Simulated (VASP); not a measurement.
Set up this calculation in VASP 6.6.1, as the native input.

```yaml
Task: relaxation of the atoms
Functional: r2SCAN
Potentials_or_basis: VASP PAW PBE potentials, release 64 (Ba_sv, Ti_sv, O)
Cutoff: 520 eV
k_mesh: 8 × 8 × 8
Occupations: fermi-dirac, width 0.02 eV
Spin: no spin polarisation
Dipole_correction: no
Further_INCAR_settings: ALGO = Normal; EDIFF = 1e-06; IBRION = 2; EDIFFG = -0.01; NSW = 50
```

BaTiO3:

```
Ba Ti O
1.0
     3.94044    0.00000    0.00000
     0.00000    3.94044    0.00000
     0.00000    0.00000    3.94044
Ba Ti O
1 1 3
Cartesian
  1.9702 1.9702 1.9702
  0.0000 0.0000 0.0000
  1.9702 0.0000 0.0000
  0.0000 1.9702 0.0000
  0.0000 0.0000 1.9702
```

One way to write it, as run:

POSCAR

```
BaTiO3
1.0
    3.9404384800      0.0000000000      0.0000000000
    0.0000000000      3.9404384800      0.0000000000
    0.0000000000      0.0000000000      3.9404384800
Ba Ti O
1 1 3
Direct
    0.5000000000      0.5000000000      0.5000000000
    0.0000000000      0.0000000000      0.0000000000
    0.5000000000      0.0000000000      0.0000000000
    0.0000000000      0.5000000000      0.0000000000
    0.0000000000      0.0000000000      0.5000000000
```

INCAR.step1

```
ALGO = Normal ; EDIFF = 1E-4
ENCUT = 520 ; GGA = PE
ISMEAR = -1 ; LASPH = T
LCHARG = F ; LREAL = F
LWAVE = T ; NELM = 80
PREC = Accurate ; SIGMA = 0.02
```

INCAR.step2

```
ALGO = Normal ; EDIFF = 1E-6
EDIFFG = -0.01 ; ENCUT = 520
IBRION = 2 ; ISIF = 2
ISMEAR = -1 ; ISTART = 1
LASPH = T ; LCHARG = F
LMIXTAU = T ; LREAL = F
LWAVE = F ; METAGGA = R2SCAN
NELM = 80 ; NSW = 50
PREC = Accurate ; SIGMA = 0.02
```

KPOINTS

```
k-points
0
Gamma
  8 8 8
```

Potentials or basis: VASP PAW PBE potentials, release 64 (Ba_sv, Ti_sv, O).

The run is started by

```console
$ cat potpaw_PBE.64/Ba_sv/POTCAR potpaw_PBE.64/Ti_sv/POTCAR potpaw_PBE.64/O/POTCAR > POTCAR
$ cp INCAR.step1 INCAR
$ mpirun -np 1 vasp_std > vasp.out
$ cp INCAR.step2 INCAR
$ mpirun -np 1 vasp_std > vasp.out
```

Results of the run:

```yaml
Pressure_after_relaxing: 10.4 GPa
Band_gap_on_the_k_mesh: 2.24 eV (least direct gap 2.35 eV)
```

Caveat: the relaxation stopped at its first step, so nothing moved; the PAW data sets were made with another functional, which shifts forces and pressure a little; spin-orbit coupling is left out, which moves the levels of the heavy elements.

It took 79 s on 1 thread of Intel(R) Xeon(R) 6975P-C (Granite Rapids) (shared host), peak memory 0.2 GiB.
